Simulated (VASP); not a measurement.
# CsDyPt (P4/mmm) in VASP: notebook, part 2 of 4

VASP 6.6.1.

### Step 3. Single point, PBE

This run uses another cell than the first one, of 42.91 Å³/atom.

File INCAR:

```
ALGO = Normal ; EDIFF = 1E-6
ENCUT = 500 ; GGA = PE
GGA_COMPAT = F ; ISIF = 2
ISMEAR = 0 ; LASPH = T
LCHARG = F ; LMAXMIX = 6
LREAL = F ; LWAVE = F
NBANDS = 21 ; NELM = 200
PREC = Accurate ; SIGMA = 0.1
```

File KPOINTS:

```
k-points
0
Gamma
  4 4 4
```

File POSCAR:

```
CsDyPt
1.0
    4.8949963652      0.0000000000      0.0000000000
    0.0000000000      4.8949963652      0.0000000000
    0.0000000000      0.0000000000      5.3724905770
Cs Dy Pt
1 1 1
Direct
    0.0000000000      0.0000000000      0.0000000000
    0.5000000000      0.5000000000      0.5000000000
    0.5000000000      0.5000000000      0.0000000000
```

Potentials or basis: VASP PAW PBE potentials, release 64 (Cs_sv, Dy_3, Pt), 4f in core.

Launch:

```sh
$ cat potpaw_PBE.64/Cs_sv/POTCAR potpaw_PBE.64/Dy_3/POTCAR potpaw_PBE.64/Pt/POTCAR > POTCAR
$ mpirun -np 1 vasp_std > vasp.out
```

OUTCAR:

```text
EDIFF = 1E-6
   ENCUT = 500
   GGA = PE
   ISIF = 2
   ISMEAR = 0
   LASPH = T
   LREAL = F
   NELM = 200
   PREC = Accurate

 ion  position               nearest neighbor table
   1  0.000  0.000  0.000-
   2  0.500  0.500  0.500-   3 2.69   3 2.69
   3  0.500  0.500  0.000-   2 2.69   2 2.69

  LATTYP: Found a simple tetragonal cell.
 ALAT       =     4.8949963652
 C/A-ratio  =     1.0975474089

  Lattice vectors:

 A1 = (   4.8949963652,   0.0000000000,   0.0000000000)
 A2 = (   0.0000000000,   4.8949963652,   0.0000000000)
 A3 = (   0.0000000000,   0.0000000000,   5.3724905770)

Analysis of symmetry for initial positions (statically):
=====================================================================
 Subroutine PRICEL returns:
 Original cell was already a primitive cell.

 Routine SETGRP: Setting up the symmetry group for a
 simple tetragonal supercell.

 Subroutine GETGRP returns: Found 16 space group operations
 (whereof 16 operations were pure point group operations)
 out of a pool of 16 trial point group operations.

The static configuration has the point symmetry D_4h.

Analysis of symmetry for dynamics (positions and initial velocities):
=====================================================================
 Subroutine PRICEL returns:
 Original cell was already a primitive cell.

 Routine SETGRP: Setting up the symmetry group for a
 simple tetragonal supercell.

 Subroutine GETGRP returns: Found 16 space group operations
 (whereof 16 operations were pure point group operations)
 out of a pool of 16 trial point group operations.

The dynamic configuration has the point symmetry D_4h.

 Subroutine INISYM returns: Found 16 space group operations
 (whereof 16 operations are pure point group operations),
 and found     1 'primitive' translations

----------------------------------------------------------------------------------------

                                     Primitive cell

  volume of cell :     128.7302

  direct lattice vectors                    reciprocal lattice vectors
     4.894996365  0.000000000  0.000000000     0.204290244  0.000000000  0.000000000
     0.000000000  4.894996365  0.000000000     0.000000000  0.204290244  0.000000000
     0.000000000  0.000000000  5.372490577     0.000000000  0.000000000  0.186133412

  length of vectors
     4.894996365  4.894996365  5.372490577     0.204290244  0.204290244  0.186133412

  position of ions in fractional coordinates (direct lattice)
     0.000000000  0.000000000  0.000000000
     0.500000000  0.500000000  0.500000000
     0.500000000  0.500000000  0.000000000

  ion indices of the primitive-cell ions
   primitive index   ion index
                 1           1
                 2           2
                 3           3

----------------------------------------------------------------------------------------

 KPOINTS: k-points

Automatic generation of k-mesh.
 Grid dimensions read from file:
 generate k-points for:    4    4    4

 Generating k-lattice:

  Cartesian coordinates                     Fractional coordinates (reciprocal lattice)
     0.051072561  0.000000000  0.000000000     0.250000000  0.000000000  0.000000000
     0.000000000  0.051072561  0.000000000     0.000000000  0.250000000  0.000000000
     0.000000000  0.000000000  0.046533353     0.000000000  0.000000000  0.250000000

  Length of vectors
     0.051072561  0.051072561  0.046533353

  Shift w.r.t. Gamma in fractional coordinates (k-lattice)
     0.000000000  0.000000000  0.000000000

 Subroutine IBZKPT returns following result:
 ===========================================

 Found     18 irreducible k-points:

 Following reciprocal coordinates:
            Coordinates               Weight
  0.000000  0.000000  0.000000      1.000000
  0.250000  0.000000  0.000000      4.000000
  0.500000  0.000000  0.000000      2.000000
  0.250000  0.250000  0.000000      4.000000
  0.500000  0.250000  0.000000      4.000000
  0.500000  0.500000  0.000000      1.000000
[... 10 lines left out ...]
  0.500000  0.250000  0.500000      4.000000
  0.500000  0.500000  0.500000      1.000000
   k-points           NKPTS =     18   k-points in BZ     NKDIM =     18   number of bands    NBANDS=     21
   number of dos      NEDOS =    301   number of ions     NIONS =      3
   total plane-waves  NPLWV =  51840
   dimension x,y,z NGX =    36 NGY =   36 NGZ =   40
   dimension x,y,z NGXF=    72 NGYF=   72 NGZF=   80
   ions per type =               1   1   1
   NGX,Y,Z   is equivalent  to a cutoff of  12.23, 12.23, 12.38 a.u.
   NGXF,Y,Z  is equivalent  to a cutoff of  24.45, 24.45, 24.76 a.u.
 SYSTEM =  unknown system
   PREC   = accura    normal or accurate (medium, high low for compatibility)
   ISTART =      0    job   : 0-new  1-cont  2-samecut
   ICHARG =      2    charge: 1-file 2-atom 10-const
   ISPIN  =      1    spin polarized calculation?
   LNONCOLLINEAR =      F non collinear calculations
   LSORBIT =      F    spin-orbit coupling
   LASPH  =      T    aspherical Exc in radial PAW
   ENCUT  =  500.0 eV  36.75 Ry    6.06 a.u.   8.92  8.92  9.80*2*pi/ulx,y,z
   NELM   =    200;   NELMIN=  2; NELMDL= -5     # of ELM steps
   EDIFF  = 0.1E-05   stopping-criterion for ELM
   LREAL  =      F    real-space projection
   EDIFFG = 0.1E-04   stopping-criterion for IOM
   NSW    =      0    number of steps for IOM
   IBRION =     -1    ionic relax: 0-MD 1-quasi-New 2-CG
   NFREE  =      0    steps in history (QN), initial steepest desc. (CG)
   ISIF   =      2    stress and relaxation
   ISYM   =      2    0-nonsym 1-usesym 2-fastsym
   POTIM  = 0.5000    time-step for ionic-motion
   TEBEG  =    0.0;   TEEND  =   0.0 temperature during run
   PSTRESS=    0.0 pullay stress
   NELECT =      28.0000    total number of electrons
   NUPDOWN=      -1.0000    fix difference up-down
   EMIN   =  10.00;   EMAX   =-10.00  energy-range for DOS
   EFERMI =   0.00;   METHOD = LEGACY
   ISMEAR =     0;   SIGMA  =   0.10  broadening in eV -4-tet -1-fermi 0-gaus
   EFERMI_NEDOS =   21; number of points for ismear=-14 and -15
   IALGO  =     38    algorithm
   IMIX   =      4    mixing-type and parameters
     AMIX     =   0.40;   BMIX     =  1.00
     AMIX_MAG =   1.60;   BMIX_MAG =  1.00
  volume/ion in A,a.u.               =      42.91       289.57
  Fermi-wavevector in a.u.,A,eV,Ry     =   0.984542  1.860514 13.188427  0.969322
  Thomas-Fermi vector in A             =   2.115782
   LORBIT       =      0    0 simple, 1 ext, 2 COOP (PROOUT), +10 PAW based schemes
   GGA     = PE    functional components
   LHFCALC =     F    Hartree Fock is set to
   AEXX    =    0.0000 exact exchange contribution
   IVDW    =     0    specifies the selected vdW correction
   LEPSILON=     F    determine dielectric tensor
   LRPA    =     F    only Hartree local field effects (RPA)
 non-spin polarized calculation
 Gauss-broadening in eV      SIGMA  =   0.10
  energy-cutoff  :      500.00
  volume of cell :      128.73
 maximum number of plane-waves:      3336
 NGX is ok and might be reduce to    36
   NGX = 17   NGY = 17   NGZ = 19

 number of electron      28.0000003 magnetization

 Free energy of the ion-electron system (eV)
  ---------------------------------------------------
  ext. energy  EPLUGINS =         0.00000000
  ---------------------------------------------------
  free energy    TOTEN  =       -10.92396980 eV

  energy without entropy =      -10.90773682  energy(sigma->0) =      -10.91585331

 E-fermi :   2.2018     XC(G=0):  -8.2205

 val. band max:        2.1958583306   @ k =   0.5000   0.2500   0.2500
 cond. band min:       2.2351167646   @ k =   0.5000   0.2500   0.5000
 fundamental gap:      0.0392584340
 Fermi energy:         2.2018068807

 k-point     1 :       0.0000    0.0000    0.0000
  band No.  band energies     occupation
      1     -22.6399      2.00000
      2     -22.6399      2.00000
      3     -22.3881      2.00000
      4     -19.4820      2.00000
      5      -6.4417      2.00000
      6      -6.2905      2.00000
[... 13 lines left out ...]
     20       6.0470      0.00000
     21       6.0470      0.00000
[... 385 lines left out ...]
 k-point    18 :       0.5000    0.5000    0.5000
  band No.  band energies     occupation
      1     -22.6495      2.00000
      2     -22.6495      2.00000
      3     -22.4644      2.00000
      4     -19.4562      2.00000
      5      -6.5199      2.00000
      6      -6.5199      2.00000
[... 13 lines left out ...]
     20       4.1001      0.00000
     21       4.4019      0.00000

------------------------ aborting loop because EDIFF is reached ----------------------------------------

  FORCE on cell =-STRESS in cart. coord.  units (eV):
  Direction    XX          YY          ZZ          XY          YZ          ZX
  --------------------------------------------------------------------------------------
  -------------------------------------------------------------------------------------
  Total        0.1461452      0.1461452      0.0464444      0.0000000      0.0000000      0.0000000
  in kB        1.8189253      1.8189253      0.5780474      0.0000000      0.0000000      0.0000000
  external PRESSURE =       1.4052994 kB  Pullay stress =       0.0000000 kB

 VOLUME and BASIS-vectors are now :
 -----------------------------------------------------------------------------
  energy-cutoff  :      500.00
  volume of cell :      128.73
      direct lattice vectors                 reciprocal lattice vectors
     4.894996365  0.000000000  0.000000000     0.204290244  0.000000000  0.000000000
     0.000000000  4.894996365  0.000000000     0.000000000  0.204290244  0.000000000
     0.000000000  0.000000000  5.372490577     0.000000000  0.000000000  0.186133412

 POSITION                                       TOTAL-FORCE (eV/Angst)
 -----------------------------------------------------------------------------------
      0.00000      0.00000      0.00000         0.000000      0.000000      0.000000
      2.44750      2.44750      2.68625         0.000000      0.000000      0.000000
      2.44750      2.44750      0.00000         0.000000      0.000000      0.000000
 -----------------------------------------------------------------------------------
    total drift:                                0.000000      0.000000     -0.000000

  FREE ENERGIE OF THE ION-ELECTRON SYSTEM (eV)
  ---------------------------------------------------
  free  energy   TOTEN  =       -10.9239697968 eV

  energy  without entropy=      -10.9077368188  energy(sigma->0) =      -10.91585331
```

OSZICAR:

```text
N       E                     dE             d eps       ncg     rms          rms(c)
DAV:   1     0.154853490856E+03    0.15485E+03   -0.11826E+04   756   0.112E+03
DAV:   2     0.372366896394E+01   -0.15113E+03   -0.14281E+03   979   0.266E+02
DAV:   3    -0.111543902529E+02   -0.14878E+02   -0.14102E+02  1027   0.606E+01
DAV:   4    -0.116957282624E+02   -0.54134E+00   -0.53844E+00   904   0.131E+01
DAV:   5    -0.117107774415E+02   -0.15049E-01   -0.15030E-01  1021   0.219E+00    0.158E+01
DAV:   6    -0.111029138729E+02    0.60786E+00   -0.14656E+00  1016   0.509E+00    0.107E+01
DAV:   7    -0.109721597848E+02    0.13075E+00   -0.90333E-01   891   0.512E+00    0.381E+00
DAV:   8    -0.109270602551E+02    0.45100E-01   -0.24927E-01  1055   0.228E+00    0.758E-01
DAV:   9    -0.109240301337E+02    0.30301E-02   -0.19188E-02   915   0.687E-01    0.173E-01
DAV:  10    -0.109239575630E+02    0.72571E-04   -0.96332E-04   917   0.157E-01    0.532E-02
DAV:  11    -0.109239657303E+02   -0.81673E-05   -0.65217E-05   904   0.427E-02    0.322E-02
DAV:  12    -0.109239696005E+02   -0.38702E-05   -0.43202E-06   928   0.117E-02    0.364E-03
DAV:  13    -0.109239697968E+02   -0.19627E-06   -0.71795E-07   571   0.451E-03
   1 F= -.10923970E+02 E0= -.10915853E+02  d E =-.162330E-01
```

stdout:

```text
POSCAR found type information on POSCAR CsDyPt
 POSCAR found :  3 types and       3 ions
 scaLAPACK will be used
 LDA part: xc-table for (Slater+PW92), standard interpolation
 POSCAR, INCAR and KPOINTS ok, starting setup
 FFT: planning ... GRIDC
 FFT: planning ... GRID_SOFT
 FFT: planning ... GRID
 WAVECAR not read
 entering main loop
```

It took 36 s on 1 thread of Intel Xeon Platinum 8488C (Sapphire Rapids), shared host; peak memory 0.25 GiB.

What came out:

```yaml
Free_energy: -10.9240 eV
Pressure: 0.1 GPa
Band_gap_on_the_k_mesh: zero (bands 14 and 15 overlap by 0.82 eV)
```

Levels at points of the mesh, in eV from the Fermi level:
| k point | band 11 | band 12 | band 13 | band 14 | band 15 | band 16 | band 17 | band 18 |
| --- | --- | --- | --- | --- | --- | --- | --- | --- |
| (0.00, 0.00, 0.00) | -3.09 | -2.38 | -2.17 | -0.82 | 0.57 | 1.87 | 2.89 | 3.03 |
| (0.50, 0.00, 0.00) | -2.00 | -1.68 | -1.67 | -0.47 | 0.19 | 1.40 | 2.18 | 2.20 |
| (0.50, 0.50, 0.00) | -2.35 | -2.09 | -1.78 | 0.07 | 1.27 | 1.27 | 2.18 | 2.30 |
| (0.00, 0.00, 0.50) | -2.43 | -2.25 | -2.12 | -1.67 | 0.35 | 0.67 | 0.97 | 0.97 |
| (0.50, 0.00, 0.50) | -1.89 | -1.64 | -1.51 | -1.20 | -0.48 | 0.52 | 0.73 | 0.97 |
| (0.50, 0.50, 0.50) | -2.13 | -2.01 | -1.75 | -0.05 | 0.45 | 0.45 | 0.62 | 1.50 |

Caveat: spin-orbit coupling is left out, which moves the levels of the heavy elements; the 4f electrons are frozen in the core, so they carry no moment and show no levels. Spin polarisation is off, so any magnetic state and its effect on volume and gap are missing.

(Part 2 of 4 ends here.)

The gap in the log of VASP goes by the Fermi energy; the results here count the filled bands.